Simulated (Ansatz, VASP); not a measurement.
## Two plane-wave programs on KCl

Contents of POSCAR:

```
KCl
1.0
    3.0592098715      3.0592098715      0.0000000000
   -3.0592098715      3.0592098715      0.0000000000
    0.0000000000      3.0592098715      3.0592098715
K Cl
1 1
Direct
    0.0000000000      0.0000000000      0.0000000000
    0.5000000000      0.5000000000      0.0000000000
```

File INCAR.step1:

```
SYSTEM = KCl
PREC = Accurate ; ENCUT = 520
ISMEAR = 0 ; SIGMA = 0.01
LREAL = .FALSE. ; LASPH = .TRUE.
NELM = 80 ; NBANDS = 15
GGA = PE ; ALGO = Normal
EDIFF = 1E-4 ; LWAVE = .TRUE.
LCHARG = .FALSE.
```

INCAR.step2

```
SYSTEM = KCl
PREC = Accurate ; ENCUT = 520
EDIFF = 1E-6 ; ISMEAR = 0
SIGMA = 0.01 ; LREAL = .FALSE.
LASPH = .TRUE. ; NELM = 80
ALGO = Normal ; ISIF = 2
LWAVE = .FALSE. ; LCHARG = .FALSE.
METAGGA = R2SCAN ; LMIXTAU = .TRUE.
NBANDS = 15 ; ISTART = 1
```

The input KPOINTS:

```
regular mesh
0
G
  6 6 6
  0 0 0
```

Input for Ansatz:

```yaml
crystal:
  lattice:
    - [3.05920987147, 3.05920987147, 0.0]
    - [-3.05920987147, 3.05920987147, 0.0]
    - [0.0, 3.05920987147, 3.05920987147]
  atoms:
    - { symbol: K, position: [0.0, 0.0, 0.0] }
    - { symbol: Cl, position: [0.5, 0.5, 0.0] }
kpoints:
  mp_grid: { grid: [6, 6, 6] }
scf:
  occupations: { method: fixed }
  convergence: { dr2_threshold: 1.0e-10 }
hamiltonian:
  xc: r2scan
  pseudopotentials: { kind: paw }
output:
  forces: true
  stress: true
  eigenstates:
    kpoints:
      - [0.0, 0.0, 0.0]
      - [-0.5, -0.5, -0.5]
      - [-0.5, 0.5, 0.0]
      - [0.0, 0.0, -0.5]
      - [0.0, -0.5, -0.5]
      - [0.0, 0.5, 0.0]
      - [-0.5, 0.0, 0.0]
      - [-0.5, 0.0, -0.5]
  eigenvalues: true
```

Alike in both runs: task single point; functional r2SCAN; k mesh 6 × 6 × 6; no spin polarisation.

|  | VASP | Ansatz |
| --- | --- | --- |
| version | VASP 6.6.1 | Ansatz 0.2.0 |
| potentials or method | VASP PAW PBE potentials, release 64 (K_sv, Cl) | PAW with Ansatz's default frozen-core files, scalar-relativistic |
| plane-wave cutoff (eV) | 520 | 500 |
| occupations | gaussian, width 0.01 eV | fixed |
| valence electrons in the cell | 16 | 16 |

|  | VASP | Ansatz | Ansatz less VASP |
| --- | --- | --- | --- |
| gap on the k mesh at the Fermi level (eV) | 6.15 | 6.14 | -0.004 |
| pressure (GPa) | 2.0 | 2.0 | +0.01 |

VASP's potentials were made for PBE, not for r2SCAN.
